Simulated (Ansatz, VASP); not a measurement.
**One calculation of BN, two programs**

File POSCAR:

```
BN
1.0
    0.0000000000      1.8048137555      1.8048137555
    1.8048137555      0.0000000000      1.8048137555
    1.8048137555      1.8048137555      0.0000000000
B N
1 1
Direct
    0.0000000000      0.0000000000      0.0000000000
    0.7500000000      0.7500000000      0.7500000000
```

The input INCAR.step1:

```
PREC = Accurate
ENCUT = 910
ISMEAR = 0
SIGMA = 0.05
LREAL = F
LASPH = T
NELM = 120
NBANDS = 11
GGA = PE
ALGO = Normal
EDIFF = 1E-5
LWAVE = T
LCHARG = F
GGA_COMPAT = F
```

Contents of INCAR.step2:

```
PREC = Accurate
ENCUT = 910
EDIFF = 1E-6
ISMEAR = 0
SIGMA = 0.05
LREAL = F
LASPH = T
NELM = 120
ALGO = Normal
ISIF = 2
LWAVE = F
LCHARG = F
METAGGA = R2SCAN
LMIXTAU = T
NBANDS = 11
ISTART = 1
GGA_COMPAT = F
```

The input KPOINTS:

```
regular mesh
0
Gamma
  10 10 10
```

Input for Ansatz:

```yaml
crystal:
  lattice:
    - [0.0, 1.8048137541, 1.8048137541]
    - [1.8048137541, 0.0, 1.8048137541]
    - [1.8048137541, 1.8048137541, 0.0]
  atoms:
    - { symbol: B, position: [0.0, 0.0, 0.0] }
    - { symbol: "N", position: [0.75, 0.75, 0.75] }
basis:
  ecutwfc: 500
kpoints:
  mp_grid: { grid: [10, 10, 10] }
hamiltonian:
  xc: r2scan
scf:
  occupations: { method: gaussian, width: 0.05 }
output:
  forces: true
  stress: true
  eigenvalues: true
  write_density: true
  write_potential: true
  elf: true
  volumetric_format: npy
```

Alike in both runs: task single point; functional r2SCAN; k mesh 10 × 10 × 10; occupations gaussian, width 0.05 eV; no spin polarisation.

```csv
,VASP,Ansatz
version,VASP 6.6.1,Ansatz 0.2.0
potentials or method,"VASP PAW PBE potentials, release 64 (B_h, N_h), cutoff 910 eV","scalar-relativistic, plane waves, PAW"
valence electrons in the cell,8,8
```

|  | VASP | Ansatz | Ansatz less VASP |
| --- | --- | --- | --- |
| gap on the k mesh at the Fermi level (eV) | 5.00 | 5.00 | +0.005 |
| least direct gap on the mesh (eV) | 9.57 | 9.59 | +0.016 |

VASP's potentials were made for PBE, not for r2SCAN. The functional is the same, so the differences come from potentials, cutoffs and numerics.

Noted on VASP's run: the cutoff is short for stress, so the pressure is rough.
